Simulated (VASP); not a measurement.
# I (Fmmm) in VASP: settings compared, part 2 of 2

VASP 6.6.1. The steps go on from the part before.

## 3. Single point, PBE+D3(BJ)

This run uses another cell than the first one, of 38.12 Å³/atom, 1.019 times its volume.

INCAR

```
SYSTEM = I
PREC = Accurate
ENCUT = 520
EDIFF = 1E-6
ISMEAR = -1
SIGMA = 0.05
LREAL = .FALSE.
LASPH = .TRUE.
NELM = 100
ALGO = Normal
ISIF = 2
LWAVE = .FALSE.
LCHARG = .FALSE.
GGA = PE
IVDW = 12
NBANDS = 10
```

KPOINTS

```
regular mesh
0
G
  9 9 9
  0 0 0
```

POSCAR

```
I
1.0
    0.0000000000      2.3173093325      3.8300250810
    2.1474932061      0.0000000000      3.8300250810
    2.1474932061      2.3173093325      0.0000000000
I
1
Direct
    0.0000000000      0.0000000000      0.0000000000
```

Potentials or basis: VASP PAW PBE potentials, release 64 (I).

Started as:

```bash
> cat potpaw_PBE.64/I/POTCAR > POTCAR
> mpirun -np 1 vasp_std > vasp.out
```

OUTCAR:

```text
SYSTEM = I
   PREC = Accurate
   ENCUT = 520
   EDIFF = 1E-6
   ISMEAR = -1
   LREAL = .FALSE.
   LASPH = .TRUE.
   NELM = 100
   ISIF = 2
   GGA = PE
   IVDW = 12
 IVDW          = 12

 ion  position               nearest neighbor table
   1  0.000  0.000  0.000-

  LATTYP: Found a face centered orthorhombic cell.
 ALAT       =     4.2949864122
 B/A-ratio  =     1.0790764441
[... 494 lines left out ...]
      7      14.9510      0.00000
      8      19.3948      0.00000
      9      19.4098      0.00000
     10      19.5927      0.00000

 [... further k-points ...]

------------------------ aborting loop because EDIFF is reached ----------------------------------------

 Edisp (eV)   -0.33962

 E8    (eV) :    -0.1515

  FORCE on cell =-STRESS in cart. coord.  units (eV):
  Direction    XX          YY          ZZ          XY          YZ          ZX
  --------------------------------------------------------------------------------------
  -------------------------------------------------------------------------------------
  Total       0.33251     0.37976    -0.16318    -0.00000     0.00000     0.00000
  in kB      13.97554    15.96150    -6.85851    -0.00000     0.00000     0.00000
  external pressure =        7.69 kB  Pullay stress =        0.00 kB

 VOLUME and BASIS-vectors are now :
 -----------------------------------------------------------------------------
  energy-cutoff  :      520.00
  volume of cell :       38.12
      direct lattice vectors                 reciprocal lattice vectors
     0.000000000  2.317309332  3.830025081    -0.232829607  0.215767482  0.130547448
     2.147493206  0.000000000  3.830025081     0.232829607 -0.215767482  0.130547448
     2.147493206  2.317309332  0.000000000     0.232829607  0.215767482 -0.130547448

 POSITION                                       TOTAL-FORCE (eV/Angst)
 -----------------------------------------------------------------------------------
      0.00000      0.00000      0.00000         0.000000      0.000000     -0.000000
 -----------------------------------------------------------------------------------
    total drift:                                0.000000      0.000000      0.000000

  FREE ENERGIE OF THE ION-ELECTRON SYSTEM (eV)
  ---------------------------------------------------
  free  energy   TOTEN  =        -1.7110835926 eV

  energy  without entropy=       -1.7068151309  energy(sigma->0) =       -1.70894936
```

OSZICAR:

```text
N       E                     dE             d eps       ncg     rms          rms(c)
DAV:   1     0.205669840667E+02    0.20567E+02   -0.24330E+03  2500   0.491E+02
DAV:   2    -0.486243903939E+00   -0.21053E+02   -0.20393E+02  3224   0.830E+01
DAV:   3    -0.138946568029E+01   -0.90322E+00   -0.88887E+00  3144   0.174E+01
DAV:   4    -0.139806089491E+01   -0.85952E-02   -0.85945E-02  3158   0.205E+00
DAV:   5    -0.139818513921E+01   -0.12424E-03   -0.12424E-03  3142   0.228E-01    0.560E+00
DAV:   6    -0.137874427475E+01    0.19441E-01   -0.16192E-02  2808   0.608E-01    0.346E+00
DAV:   7    -0.137155918575E+01    0.71851E-02   -0.33623E-02  2716   0.902E-01    0.107E-01
DAV:   8    -0.137145225919E+01    0.10693E-03   -0.17915E-03  2718   0.253E-01    0.332E-02
DAV:   9    -0.137145682714E+01   -0.45680E-05   -0.25638E-05  3312   0.370E-02    0.174E-02
DAV:  10    -0.137145906744E+01   -0.22403E-05   -0.34598E-06  2798   0.110E-02    0.250E-03
DAV:  11    -0.137145939282E+01   -0.32538E-06   -0.45428E-07  2712   0.391E-03
   1 F= -.17110836E+01 E0= -.17089494E+01  d E =-.426846E-02
```

Run time: 14 s. Hardware: 1 thread of Intel Xeon 6975P-C (Granite Rapids), shared host; peak memory 0.21 GiB.

Results:

```yaml
Free_energy: -1.7111 eV
Pressure: 0.8 GPa
Dispersion_energy_per_atom: -0.340 eV
```

Caveat: spin-orbit coupling is left out, which moves the levels of the heavy elements; an odd number of electrons without spin polarisation forces a metal; a magnetic or distorted state may lie lower; pairwise dispersion overbinds metals, which lowers pressure and volume.

## 4. Single point, BLYP

This run uses another cell than the first one, of 38.12 Å³/atom, 1.019 times its volume.

INCAR

```
SYSTEM = I
AGGAC = 1.0
AGGAX = 1.0
ALDAC = 0.0
ALDAX = 1.0
ALGO = Normal
EDIFF = 1E-7
ENCUT = 520
GGA = B5
ISIF = 2
ISMEAR = -1
LASPH = .TRUE.
LCHARG = .FALSE.
LREAL = .FALSE.
LWAVE = .FALSE.
NBANDS = 10
NELM = 100
PREC = Accurate
SIGMA = 0.05
```

KPOINTS

```
k-points
0
G
  9 9 9
  0 0 0
```

POSCAR is that of step 3.

Potentials or basis: VASP PAW PBE potentials, release 64 (I).

Started as:

```bash
> cat potpaw_PBE.64/I/POTCAR > POTCAR
> mpirun -np 1 vasp_std > vasp.out
```

OUTCAR:

```text
SYSTEM = I
   EDIFF = 1E-7
   ENCUT = 520
   GGA = B5
   ISIF = 2
   ISMEAR = -1
   LASPH = .TRUE.
   LREAL = .FALSE.
   NELM = 100
   PREC = Accurate

 ion  position               nearest neighbor table
   1  0.000  0.000  0.000-

  LATTYP: Found a face centered orthorhombic cell.
 ALAT       =     4.2949864122
 B/A-ratio  =     1.0790764441
 C/A-ratio  =     1.7834864716

  Lattice vectors:

 A1 = (   0.0000000000,   2.3173093325,   3.8300250810)
 A2 = (   2.1474932061,   0.0000000000,   3.8300250810)
 A3 = (   2.1474932061,   2.3173093325,   0.0000000000)

Analysis of symmetry for initial positions (statically):
=====================================================================
 Subroutine PRICEL returns:
 Original cell was already a primitive cell.

 Routine SETGRP: Setting up the symmetry group for a
 face centered orthorhombic supercell.

 Subroutine GETGRP returns: Found  8 space group operations
 (whereof  8 operations were pure point group operations)
 out of a pool of  8 trial point group operations.

The static configuration has the point symmetry D_2h.

Analysis of symmetry for dynamics (positions and initial velocities):
=====================================================================
 Subroutine PRICEL returns:
 Original cell was already a primitive cell.

 Routine SETGRP: Setting up the symmetry group for a
 face centered orthorhombic supercell.

 Subroutine GETGRP returns: Found  8 space group operations
 (whereof  8 operations were pure point group operations)
 out of a pool of  8 trial point group operations.

The dynamic configuration has the point symmetry D_2h.

 Subroutine INISYM returns: Found  8 space group operations
 (whereof  8 operations are pure point group operations),
[... 107 lines left out ...]
   EMIN   =  10.00;   EMAX   =-10.00  energy-range for DOS
   EFERMI =   0.00;   METHOD = LEGACY
   ISMEAR =    -1;   SIGMA  =   0.05  broadening in eV -4-tet -1-fermi 0-gaus
   EFERMI_NEDOS =   21; number of points for ismear=-14 and -15
   IALGO  =     38    algorithm
   IMIX   =      4    mixing-type and parameters
     AMIX     =   0.40;   BMIX     =  1.00
     AMIX_MAG =   1.60;   BMIX_MAG =  1.00
  volume/ion in A,a.u.               =      38.12       257.24
  Fermi-wavevector in a.u.,A,eV,Ry     =   0.930519  1.758425 11.780806  0.865865
  Thomas-Fermi vector in A             =   2.056915
   LORBIT       =      0    0 simple, 1 ext, 2 COOP (PROOUT), +10 PAW based schemes
   GGA     = B5    functional components
   LHFCALC =     F    Hartree Fock is set to
   AEXX    =    0.0000 exact exchange contribution
   IVDW    =     0    specifies the selected vdW correction
   LEPSILON=     F    determine dielectric tensor
   LRPA    =     F    only Hartree local field effects (RPA)
 non-spin polarized calculation
  energy-cutoff  :      520.00
  volume of cell :       38.12
 maximum number of plane-waves:      1042
 NGX is ok and might be reduce to    36
   NGX = 17   NGY = 17   NGZ = 11

 number of electron       7.0000000 magnetization

 Free energy of the ion-electron system (eV)
  ---------------------------------------------------
  ext. energy  EPLUGINS =         0.00000000
  ---------------------------------------------------
  free energy    TOTEN  =        -0.91637967 eV

  energy without entropy =       -0.91205842  energy(sigma->0) =       -0.91421904

 E-fermi :   4.6560     XC(G=0):  -8.0178

 val. band max:        4.6484792553   @ k =  -0.2222   0.0000   0.1111
 cond. band min:       4.6932140614   @ k =  -0.1111   0.1111   0.1111
 fundamental gap:      0.0447348061
 Fermi energy:         4.6560475177

 k-point     1 :       0.0000    0.0000    0.0000
  band No.  band energies     occupation
      1      -9.6416      2.00000
      2       2.5160      2.00000
      3       5.4904      0.00000
      4       5.7853      0.00000
      5       9.1363      0.00000
      6      12.1696      0.00000
      7      13.2308      0.00000
      8      16.8407      0.00000
      9      17.1947      0.00000
     10      17.3048      0.00000
[... 287 lines left out ...]
 k-point    24 :       0.4444    0.4444    0.0000
  band No.  band energies     occupation
      1      -9.3586      2.00000
      2       0.2279      2.00000
      3       5.2384      0.00002
      4       5.5566      0.00000
      5      11.6345      0.00000
      6      12.2470      0.00000
      7      15.5064      0.00000
      8      19.8010      0.00000
      9      19.8660      0.00000
     10      20.0096      0.00000

 [... further k-points ...]
[... 5 lines left out ...]
  --------------------------------------------------------------------------------------
  -------------------------------------------------------------------------------------
  Total        1.5770292      1.6467661      0.6484843     -0.0000000      0.0000000      0.0000000
  in kB       66.2831134     69.2141805     27.2560316     -0.0000000      0.0000000      0.0000000
  external PRESSURE =      54.2511085 kB  Pullay stress =       0.0000000 kB

 VOLUME and BASIS-vectors are now :
 -----------------------------------------------------------------------------
  energy-cutoff  :      520.00
  volume of cell :       38.12
      direct lattice vectors                 reciprocal lattice vectors
     0.000000000  2.317309332  3.830025081    -0.232829607  0.215767482  0.130547448
     2.147493206  0.000000000  3.830025081     0.232829607 -0.215767482  0.130547448
     2.147493206  2.317309332  0.000000000     0.232829607  0.215767482 -0.130547448

 POSITION                                       TOTAL-FORCE (eV/Angst)
 -----------------------------------------------------------------------------------
      0.00000      0.00000      0.00000         0.000000      0.000000     -0.000000
 -----------------------------------------------------------------------------------
    total drift:                                0.000000      0.000000      0.000000

  FREE ENERGIE OF THE ION-ELECTRON SYSTEM (eV)
  ---------------------------------------------------
  free  energy   TOTEN  =        -0.9163796699 eV

  energy  without entropy=       -0.9120584189  energy(sigma->0) =       -0.91421904
```

OSZICAR:

```text
N       E                     dE             d eps       ncg     rms          rms(c)
DAV:   1     0.213671297399E+02    0.21367E+02   -0.24428E+03  2500   0.492E+02
DAV:   2    -0.193970058966E-01   -0.21387E+02   -0.20730E+02  3216   0.837E+01
DAV:   3    -0.937182815019E+00   -0.91779E+00   -0.90216E+00  3102   0.176E+01
DAV:   4    -0.946223898625E+00   -0.90411E-02   -0.90403E-02  3188   0.212E+00
DAV:   5    -0.946355510504E+00   -0.13161E-03   -0.13161E-03  3124   0.236E-01    0.482E+00
DAV:   6    -0.924647622004E+00    0.21708E-01   -0.15874E-02  2792   0.617E-01    0.297E+00
DAV:   7    -0.916405001066E+00    0.82426E-02   -0.33417E-02  2732   0.921E-01    0.968E-02
DAV:   8    -0.916367269540E+00    0.37732E-04   -0.18910E-03  2744   0.268E-01    0.337E-02
DAV:   9    -0.916373984606E+00   -0.67151E-05   -0.25423E-05  3334   0.391E-02    0.189E-02
DAV:  10    -0.916379512474E+00   -0.55279E-05   -0.63630E-06  2724   0.190E-02    0.422E-03
DAV:  11    -0.916379686789E+00   -0.17432E-06   -0.31960E-07  3110   0.383E-03    0.220E-03
DAV:  12    -0.916379669857E+00    0.16933E-07   -0.12548E-07  2742   0.205E-03
   1 F= -.91637967E+00 E0= -.91421904E+00  d E =-.432125E-02
```

stdout:

```text
POSCAR found type information on POSCAR I
 POSCAR found :  1 types and       1 ions
 scaLAPACK will be used
 -----------------------------------------------------------------------------
|                                                                             |
|                                                                             |
|     You enforced a specific xc type in the INCAR file but a different       |
|     I HOPE YOU KNOW WHAT YOU ARE DOING!                                     |
|                                                                             |
 -----------------------------------------------------------------------------

 LDA part: xc-table for (Slater(with rela. corr.)+VWN5), standard interpolation
 POSCAR, INCAR and KPOINTS ok, starting setup
 FFT: planning ... GRIDC
 FFT: planning ... GRID_SOFT
 FFT: planning ... GRID
 WAVECAR not read
 entering main loop
```

It took 19 s on 1 thread of Intel Xeon 6975P-C (Granite Rapids), shared host; peak memory 0.2 GiB.

What came out:

```
Free energy : -0.9164 eV
Pressure    : 5.4 GPa
```

Caveat: the PAW data sets were made with another functional, which shifts forces and pressure a little; spin-orbit coupling is left out, which moves the levels of the heavy elements; an odd number of electrons without spin polarisation forces a metal; a magnetic or distorted state may lie lower.

## 5. Single point, PBE+D3(BJ)

This run uses another cell than the first one, of 38.93 Å³/atom, 1.041 times its volume.

INCAR

```
  PREC = Accurate
  ENCUT = 520
  EDIFF = 1E-6
  ISMEAR = -1
  SIGMA = 0.05
  LREAL = False
  LASPH = True
  NELM = 60
  ALGO = Normal
  ISIF = 2
  LWAVE = False
  LCHARG = False
  GGA = PE
  IVDW = 12
  NBANDS = 10
```

KPOINTS

```
Automatic mesh
0
Gamma
  9 9 9
```

POSCAR

```
I
1.0
    0.0000000000      2.3336289500      3.8569979773
    2.1626168959      0.0000000000      3.8569979773
    2.1626168959      2.3336289500      0.0000000000
I
1
Direct
    0.0000000000      0.0000000000      0.0000000000
```

Started as:

```bash
> cat potpaw_PBE.64/I/POTCAR > POTCAR
> mpirun -np 1 vasp_std > vasp.out
```

Wall time 14 s (1 thread of Intel Xeon 6975P-C (Granite Rapids), shared host); peak memory 0.21 GiB.

Results (log left out):

```yaml
Free_energy: -1.7133 eV
Pressure: 0.1 GPa
Dispersion_energy_per_atom: -0.332 eV
```

Stress tensor (GPa, compression positive):
```
 0.53  0.00  0.00
 0.00  0.56  0.00
 0.00  0.00 -0.74
```

Levels at points of the mesh, in eV from the Fermi level:
```csv
k point,band 2,band 3,band 4,band 5,band 6,band 7
"(0.00, 0.00, 0.00)",-2.08,0.83,1.12,4.43,7.41,8.29
```

Caveat: spin-orbit coupling is left out, which moves the levels of the heavy elements; an odd number of electrons without spin polarisation forces a metal; a magnetic or distorted state may lie lower; pairwise dispersion overbinds metals, which lowers pressure and volume.

## 6. Overview

```csv
level,cell,gap on the mesh (eV),pressure (GPa)
PBEsol,"a = 4.379, b = 4.314, c = 3.172 Å, angles 69.7, 67.5, 42.8°, 1 atom",none,0.0
PBE+D3(BJ),"a = 4.476, b = 4.391, c = 3.159 Å, angles 70.6, 67.7, 41.7°, 1 atom",none,0.8
BLYP,"a = 4.476, b = 4.391, c = 3.159 Å, angles 70.6, 67.7, 41.7°, 1 atom",none,5.4
PBE+D3(BJ),"a = 4.508, b = 4.422, c = 3.182 Å, angles 70.6, 67.7, 41.7°, 1 atom",none,0.1
```

Alike in all rows: task single point; potentials or basis VASP PAW PBE potentials, release 64 (I); no spin polarisation; k mesh 9 × 9 × 9; cutoff (eV) 520; smearing fermi-dirac 0.05 eV.

Caveats: spin-orbit coupling is left out, which moves the levels of the heavy elements; an odd number of electrons without spin polarisation forces a metal; a magnetic or distorted state may lie lower; the PAW data sets were made with another functional, which shifts forces and pressure a little (some runs); pairwise dispersion overbinds metals, which lowers pressure and volume (some runs).

Total energies depend on the potentials used, so only differences within one code and one set of settings carry meaning.
